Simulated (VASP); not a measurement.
# WC (P-6m2) in VASP: further runs

WC is run at these levels: PBEsol; tasks: single point.

All numbers are computed with VASP 6.6.1; they aren't measurements. Logs are shortened: lines on timing, memory, paths and dates and some standing lists are left out, and cuts for length are marked.

### 1 The cell of the first run

Symmetry: P-6m2, No. 187, hexagonal system. The conventional cell has a = 2.782 Å, b = 2.782 Å, c = 2.828 Å, α = 90.00°, β = 90.00°, γ = 120.00°. Within 2.9 Å of W (site symmetry -6m2) lie 6 C at 2.14 Å and 8 W at 2.78 to 2.83 Å. C (site symmetry -6m2) has 6 W at 2.14 Å and 8 C at 2.78 to 2.83 Å within 2.9 Å.

### 2 Single point, PBEsol (strain -0.040 along x and y, +0.000 along z)

The input, INCAR:

```
PREC     = Accurate       # precision mode
ENCUT    = 520            # plane-wave cutoff, eV
EDIFF    = 1E-6           # SCF threshold, eV
ISMEAR   = 0              # smearing method
SIGMA    = 0.15           # smearing width, eV
LREAL    = F              # projectors in reciprocal space
LASPH    = T              # aspherical terms in the spheres
NELM     = 60             # most SCF steps
ALGO     = Normal         # electronic algorithm
ISIF     = 2              # what is computed and relaxed
LWAVE    = F              # write WAVECAR
LCHARG   = T              # write CHGCAR
GGA      = PS             # functional
LELF     = T              # ELF
LVHAR    = T            
NBANDS   = 16             # bands
```

The input, KPOINTS:

```
regular mesh
0
Gamma
  24 24 22
```

The input, POSCAR:

```
WC
1.0
    2.7824771203      0.0000000000      0.0000000000
   -1.3912385602      2.4096958716      0.0000000000
    0.0000000000      0.0000000000      2.8276119036
W C
1 1
Direct
    0.0000000000      0.0000000000      0.0000000000
    0.6666666667      0.3333333333      0.5000000000
```

Potentials or basis: VASP PAW PBE potentials, release 64 (W_sv, C).

On the command line:

```bash
$ cat potpaw_PBE.64/W_sv/POTCAR potpaw_PBE.64/C/POTCAR > POTCAR
$ mpirun -np 1 vasp_std > vasp.out
```

OUTCAR:

```text
PREC = Accurate
   ENCUT = 520
   EDIFF = 1E-6
   ISMEAR = 0
   LREAL = F
   LASPH = T
   NELM = 60
   ISIF = 2
   GGA = PS

 ion  position               nearest neighbor table
   1  0.000  0.000  0.000-   2 2.14   2 2.14   2 2.14   2 2.14   2 2.14   2 2.14
   2  0.667  0.333  0.500-   1 2.14   1 2.14   1 2.14   1 2.14   1 2.14   1 2.14

  LATTYP: Found a hexagonal cell.
 ALAT       =     2.7824771203
 C/A-ratio  =     1.0162210798

  Lattice vectors:

 A1 = (   2.7824771203,   0.0000000000,   0.0000000000)
 A2 = (  -1.3912385602,   2.4096958716,   0.0000000000)
 A3 = (   0.0000000000,   0.0000000000,   2.8276119036)

Analysis of symmetry for initial positions (statically):
=====================================================================
 Subroutine PRICEL returns:
 Original cell was already a primitive cell.

 Routine SETGRP: Setting up the symmetry group for a
 hexagonal supercell.

 Subroutine GETGRP returns: Found 12 space group operations
 (whereof 12 operations were pure point group operations)
 out of a pool of 24 trial point group operations.

The static configuration has the point symmetry D_3h.

Analysis of symmetry for dynamics (positions and initial velocities):
=====================================================================
 Subroutine PRICEL returns:
 Original cell was already a primitive cell.

 Routine SETGRP: Setting up the symmetry group for a
 hexagonal supercell.

 Subroutine GETGRP returns: Found 12 space group operations
 (whereof 12 operations were pure point group operations)
 out of a pool of 24 trial point group operations.

The dynamic configuration has the point symmetry D_3h.

 Subroutine INISYM returns: Found 12 space group operations
 (whereof 12 operations are pure point group operations),
 and found     1 'primitive' translations

----------------------------------------------------------------------------------------

                                     Primitive cell

  volume of cell :      18.9589

  direct lattice vectors                    reciprocal lattice vectors
     2.782477120  0.000000000  0.000000000     0.359391994  0.207495064  0.000000000
    -1.391238560  2.409695872  0.000000000     0.000000000  0.414990129  0.000000000
     0.000000000  0.000000000  2.827611904     0.000000000  0.000000000  0.353655323

  length of vectors
     2.782477120  2.782477120  2.827611904     0.414990129  0.414990129  0.353655323

  position of ions in fractional coordinates (direct lattice)
     0.000000000  0.000000000  0.000000000
     0.666666667  0.333333333  0.500000000

  ion indices of the primitive-cell ions
   primitive index   ion index
                 1           1
                 2           2

----------------------------------------------------------------------------------------

 KPOINTS: regular mesh

Automatic generation of k-mesh.
 Grid dimensions read from file:
 generate k-points for:   24   24   22

 Generating k-lattice:

  Cartesian coordinates                     Fractional coordinates (reciprocal lattice)
     0.014974666  0.008645628  0.000000000     0.041666667 -0.000000000  0.000000000
     0.000000000  0.017291255  0.000000000     0.000000000  0.041666667  0.000000000
     0.000000000  0.000000000  0.016075242     0.000000000  0.000000000  0.045454545

  Length of vectors
     0.017291255  0.017291255  0.016075242

  Shift w.r.t. Gamma in fractional coordinates (k-lattice)
     0.000000000  0.000000000  0.000000000

 Subroutine IBZKPT returns following result:
 ===========================================

 Found    732 irreducible k-points:

 Following reciprocal coordinates:
            Coordinates               Weight
  0.000000  0.000000  0.000000      1.000000
  0.041667  0.000000  0.000000      6.000000
  0.083333  0.000000  0.000000      6.000000
  0.125000  0.000000  0.000000      6.000000
  0.166667  0.000000  0.000000      6.000000
  0.208333  0.000000  0.000000      6.000000
[... 16 lines left out ...]
  0.416667  0.041667  0.000000     12.000000
  0.458333  0.041667  0.000000     12.000000
 [... further k-points ...]
   k-points           NKPTS =    732   k-points in BZ     NKDIM =    732   number of bands    NBANDS=     16
   number of dos      NEDOS =    301   number of ions     NIONS =      2
   total plane-waves  NPLWV =  13824
   dimension x,y,z NGX =    24 NGY =   24 NGZ =   24
   dimension x,y,z NGXF=    48 NGYF=   48 NGZF=   48
   ions per type =               1   1
   NGX,Y,Z   is equivalent  to a cutoff of  14.34, 14.34, 14.11 a.u.
   NGXF,Y,Z  is equivalent  to a cutoff of  28.68, 28.68, 28.22 a.u.
 SYSTEM =  unknown system
   PREC   = accura    normal or accurate (medium, high low for compatibility)
   ISTART =      0    job   : 0-new  1-cont  2-samecut
   ICHARG =      2    charge: 1-file 2-atom 10-const
   ISPIN  =      1    spin polarized calculation?
   LNONCOLLINEAR =      F non collinear calculations
   LSORBIT =      F    spin-orbit coupling
   LASPH  =      T    aspherical Exc in radial PAW
   ENCUT  =  520.0 eV  38.22 Ry    6.18 a.u.   5.17  5.17  5.26*2*pi/ulx,y,z
   NELM   =     60;   NELMIN=  2; NELMDL= -5     # of ELM steps
   EDIFF  = 0.1E-05   stopping-criterion for ELM
   LREAL  =      F    real-space projection
   EDIFFG = 0.1E-04   stopping-criterion for IOM
   NSW    =      0    number of steps for IOM
   IBRION =     -1    ionic relax: 0-MD 1-quasi-New 2-CG
   NFREE  =      0    steps in history (QN), initial steepest desc. (CG)
   ISIF   =      2    stress and relaxation
   ISYM   =      2    0-nonsym 1-usesym 2-fastsym
   POTIM  = 0.5000    time-step for ionic-motion
   TEBEG  =    0.0;   TEEND  =   0.0 temperature during run
   PSTRESS=    0.0 pullay stress
   NELECT =      18.0000    total number of electrons
   NUPDOWN=      -1.0000    fix difference up-down
   EMIN   =  10.00;   EMAX   =-10.00  energy-range for DOS
   EFERMI =   0.00;   METHOD = LEGACY
   ISMEAR =     0;   SIGMA  =   0.15  broadening in eV -4-tet -1-fermi 0-gaus
   EFERMI_NEDOS =   21; number of points for ismear=-14 and -15
   IALGO  =     38    algorithm
   IMIX   =      4    mixing-type and parameters
     AMIX     =   0.40;   BMIX     =  1.00
     AMIX_MAG =   1.60;   BMIX_MAG =  1.00
  volume/ion in A,a.u.               =       9.48        63.97
  Fermi-wavevector in a.u.,A,eV,Ry     =   1.609019  3.040605 35.224688  2.588942
  Thomas-Fermi vector in A             =   2.704796
   LORBIT       =      0    0 simple, 1 ext, 2 COOP (PROOUT), +10 PAW based schemes
   GGA     = PS    functional components
   LHFCALC =     F    Hartree Fock is set to
   AEXX    =    0.0000 exact exchange contribution
   IVDW    =     0    specifies the selected vdW correction
   LEPSILON=     F    determine dielectric tensor
   LRPA    =     F    only Hartree local field effects (RPA)
 non-spin polarized calculation
 Gauss-broadening in eV      SIGMA  =   0.15
  energy-cutoff  :      520.00
  volume of cell :       18.96
 maximum number of plane-waves:       527
 NGX is ok and might be reduce to    24
   NGX = 11   NGY = 11   NGZ = 11

 number of electron      18.0000000 magnetization

 Free energy of the ion-electron system (eV)
  ---------------------------------------------------
  ext. energy  EPLUGINS =         0.00000000
  ---------------------------------------------------
  free energy    TOTEN  =       -23.65987686 eV

  energy without entropy =      -23.65721841  energy(sigma->0) =      -23.65854763

 E-fermi :  12.2641     XC(G=0): -14.4435

 val. band max:       12.2419314920   @ k =   0.4583   0.0833   0.4091
 cond. band min:      12.2670509112   @ k =   0.0417   0.0000   0.2273
 fundamental gap:      0.0251194192
 Fermi energy:        12.2641127117

 k-point     1 :       0.0000    0.0000    0.0000
  band No.  band energies     occupation
      1     -61.4901      2.00000
      2     -25.5770      2.00000
      3     -25.2579      2.00000
      4     -25.2579      2.00000
      5      -2.8494      2.00000
      6       7.3125      2.00000
[... 8 lines left out ...]
     15      27.3329      0.00000
     16      30.1058      0.00000

 k-point     2 :       0.0417    0.0000    0.0000
  band No.  band energies     occupation
      1     -61.4884      2.00000
      2     -25.5739      2.00000
      3     -25.2811      2.00000
      4     -25.2630      2.00000
      5      -2.7956      2.00000
      6       7.3479      2.00000
[... 8 lines left out ...]
     15      27.2015      0.00000
     16      30.2179      0.00000

 k-point     3 :       0.0833    0.0000    0.0000
  band No.  band energies     occupation
      1     -61.4831      2.00000
      2     -25.5647      2.00000
      3     -25.3486      2.00000
      4     -25.2779      2.00000
      5      -2.6370      2.00000
      6       7.4344      2.00000
[... 8 lines left out ...]
     15      26.9243      0.00000
     16      30.5467      0.00000

 k-point     4 :       0.1250    0.0000    0.0000
  band No.  band energies     occupation
      1     -61.4748      2.00000
      2     -25.5501      2.00000
      3     -25.4546      2.00000
      4     -25.3015      2.00000
      5      -2.3817      2.00000
      6       7.4728      2.00000
[... 8 lines left out ...]
     15      26.6682      0.00000
     16      31.0716      0.00000
[... 324 lines left out ...]
 k-point    22 :       0.3750    0.0417    0.0000
  band No.  band energies     occupation
      1     -61.3952      2.00000
      2     -26.3842      2.00000
      3     -25.5326      2.00000
      4     -25.4091      2.00000
      5       0.4614      2.00000
      6       5.1919      2.00000
[... 8 lines left out ...]
     15      27.6542      0.00000
     16      30.9278      0.00000

 k-point    23 :       0.4167    0.0417    0.0000
  band No.  band energies     occupation
      1     -61.3883      2.00000
      2     -26.4591      2.00000
      3     -25.5518      2.00000
      4     -25.3968      2.00000
      5       0.7817      2.00000
      6       5.0042      2.00000
[... 8 lines left out ...]
     15      26.8228      0.00000
     16      31.5938      0.00000

 k-point    24 :       0.4583    0.0417    0.0000
  band No.  band energies     occupation
      1     -61.3847      2.00000
      2     -26.4976      2.00000
      3     -25.5617      2.00000
      4     -25.3905      2.00000
      5       0.9583      2.00000
      6       4.9064      2.00000
[... 8 lines left out ...]
     15      26.3475      0.00000
     16      31.9839      0.00000

 [... further k-points ...]
[... 5 lines left out ...]
  --------------------------------------------------------------------------------------
  -------------------------------------------------------------------------------------
  Total        5.8878647      5.8878647      2.4278487     -0.0000000     -0.0000000      0.0000000
  in kB      497.5706650    497.5706650    205.1722264     -0.0000000     -0.0000000      0.0000000
  external PRESSURE =     400.1045188 kB  Pullay stress =       0.0000000 kB

 VOLUME and BASIS-vectors are now :
 -----------------------------------------------------------------------------
  energy-cutoff  :      520.00
  volume of cell :       18.96
      direct lattice vectors                 reciprocal lattice vectors
     2.782477120  0.000000000  0.000000000     0.359391994  0.207495064  0.000000000
    -1.391238560  2.409695872  0.000000000     0.000000000  0.414990129  0.000000000
     0.000000000  0.000000000  2.827611904     0.000000000  0.000000000  0.353655323

 POSITION                                       TOTAL-FORCE (eV/Angst)
 -----------------------------------------------------------------------------------
      0.00000      0.00000      0.00000         0.000000      0.000000      0.000000
      1.39124      0.80323      1.41381        -0.000000     -0.000000      0.000000
 -----------------------------------------------------------------------------------
    total drift:                               -0.000000      0.000000      0.000000

  FREE ENERGIE OF THE ION-ELECTRON SYSTEM (eV)
  ---------------------------------------------------
  free  energy   TOTEN  =       -23.6598768597 eV

  energy  without entropy=      -23.6572184071  energy(sigma->0) =      -23.65854763
```

Wall time 96 s (1 thread of Intel Xeon 8259CL, shared host); peak memory 0.33 GiB.

The run converged, but its numbers aren't listed here, since they failed a check.

Caveat: the cell differs from its parent crystal (strain -0.040 along x and y, +0.000 along z); the stress differs along the axes, from 21 to 50 GPa; the PAW data sets were made with another functional, which shifts forces and pressure a little; spin-orbit coupling is left out, which moves the levels of the heavy elements.

### 3 Single point, PBEsol (strain +0.000 along x and y, -0.040 along z)

The input, INCAR:

```
SYSTEM = WC
  ALGO = Normal
  EDIFF = 1E-6
  ENCUT = 1300
  GGA = PS
  GGA_COMPAT = .False.
  ISIF = 2
  ISMEAR = 0
  LASPH = .True.
  LCHARG = .False.
  LREAL = .False.
  LWAVE = .False.
  NBANDS = 16
  NELM = 120
  PREC = Accurate
  SIGMA = 0.15
```

The input, KPOINTS:

```
k-points
0
Gamma
  24 24 22
  0 0 0
```

The input, POSCAR:

```
WC
1.0
    2.8984136670      0.0000000000      0.0000000000
   -1.4492068335      2.5100998663      0.0000000000
    0.0000000000      0.0000000000      2.7145074275
W C
1 1
Direct
    0.0000000000      0.0000000000      0.0000000000
    0.6666666667      0.3333333333      0.5000000000
```

Potentials or basis: VASP PAW PBE potentials, release 64 (W_sv, C_h).

On the command line:

```bash
$ cat potpaw_PBE.64/W_sv/POTCAR potpaw_PBE.64/C_h/POTCAR > POTCAR
$ mpirun -np 1 vasp_std > vasp.out
```

It took 3.8 min on 1 thread of AMD EPYC 9R45 (Zen 5), shared host; peak memory 0.9 GiB.

The run converged. Its results:

```
Free energy            : -23.7896 eV
Pressure               : 22.3 GPa
Band gap on the k mesh : zero (bands 9 and 10 overlap by 1.53 eV)
```

Stress tensor (GPa, compression positive):
```
10.11  0.00  0.00
 0.00 10.11  0.00
 0.00  0.00 46.68
```

Levels at points of the mesh, in eV from the Fermi level:
```tsv
k point	band 7	band 8	band 9	band 10	band 11	band 12
(0.00, 0.00, 0.00)	-3.89	-3.89	0.52	3.54	3.54	6.08
(0.50, 0.00, 0.00)	-3.89	-3.37	-0.77	2.66	4.53	4.72
(0.00, 0.00, 0.50)	-2.60	-2.60	-0.66	-0.66	4.38	4.38
(0.50, 0.00, 0.50)	-4.93	-4.20	0.44	4.48	5.92	7.07
```

Caveat: the cell differs from its parent crystal (strain +0.000 along x and y, -0.040 along z); the stress differs along the axes, from 10 to 47 GPa; the PAW data sets were made with another functional, which shifts forces and pressure a little; spin-orbit coupling is left out, which moves the levels of the heavy elements.

### 4 Single point, PBEsol (strain +0.080 along x and y, -0.080 along z)

The input, INCAR:

```
PREC     = Accurate       # precision mode
ENCUT    = 1300           # plane-wave cutoff, eV
EDIFF    = 1E-6           # SCF threshold, eV
ISMEAR   = 0              # smearing method
SIGMA    = 0.15           # smearing width, eV
LREAL    = False          # projectors in reciprocal space
LASPH    = True           # aspherical terms in the spheres
NELM     = 120            # most SCF steps
ALGO     = Normal         # electronic algorithm
ISIF     = 2              # what is computed and relaxed
LWAVE    = False          # write WAVECAR
LCHARG   = True           # write CHGCAR
GGA      = PS             # functional
LELF     = True           # ELF
LVHAR    = True         
NBANDS   = 16             # bands
GGA_COMPAT= False
```

The input, KPOINTS:

```
Automatic mesh
0
Gamma
  24 24 22
```

The input, POSCAR:

```
WC
1.0
    3.1302867604      0.0000000000      0.0000000000
   -1.5651433802      2.7109078556      0.0000000000
    0.0000000000      0.0000000000      2.6014029513
W C
1 1
Direct
    0.0000000000      0.0000000000      0.0000000000
    0.6666666667      0.3333333333      0.5000000000
```

On the command line:

```bash
$ cat potpaw_PBE.64/W_sv/POTCAR potpaw_PBE.64/C_h/POTCAR > POTCAR
$ mpirun -np 1 vasp_std > vasp.out
```

It took 5.9 min on 1 thread of Intel Xeon 6975P-C (Granite Rapids), shared host; peak memory 1 GiB.

Results (log left out):

- Free energy: -23.0860 eV
- Pressure: -10.4 GPa
- Band gap on the k mesh: zero (bands 9 and 10 overlap by 2.40 eV)

Stress tensor (GPa, compression positive):
```
-44.35   0.00   0.00
  0.00 -44.35   0.00
  0.00   0.00  57.41
```

Levels at points of the mesh, in eV from the Fermi level:
| k point | band 6 | band 7 | band 8 | band 9 | band 10 | band 11 | band 12 | band 13 |
| --- | --- | --- | --- | --- | --- | --- | --- | --- |
| (0.00, 0.00, 0.00) | -4.39 | -4.33 | -4.33 | 1.66 | 3.44 | 3.44 | 4.52 | 5.67 |
| (0.50, 0.00, 0.00) | -7.22 | -3.79 | -1.62 | -1.52 | 2.55 | 2.93 | 3.09 | 7.10 |
| (0.00, 0.00, 0.50) | -8.16 | -3.39 | -3.39 | -0.51 | -0.51 | 3.38 | 3.38 | 5.50 |
| (0.50, 0.00, 0.50) | -6.25 | -5.19 | -3.79 | 0.39 | 3.13 | 4.87 | 5.57 | 7.92 |

Caveat: the cell differs from its parent crystal (strain +0.080 along x and y, -0.080 along z); the stress differs along the axes, from -44 to 57 GPa; the PAW data sets were made with another functional, which shifts forces and pressure a little; spin-orbit coupling is left out, which moves the levels of the heavy elements.

The gap in the log of VASP goes by the Fermi energy; the results here count the filled bands.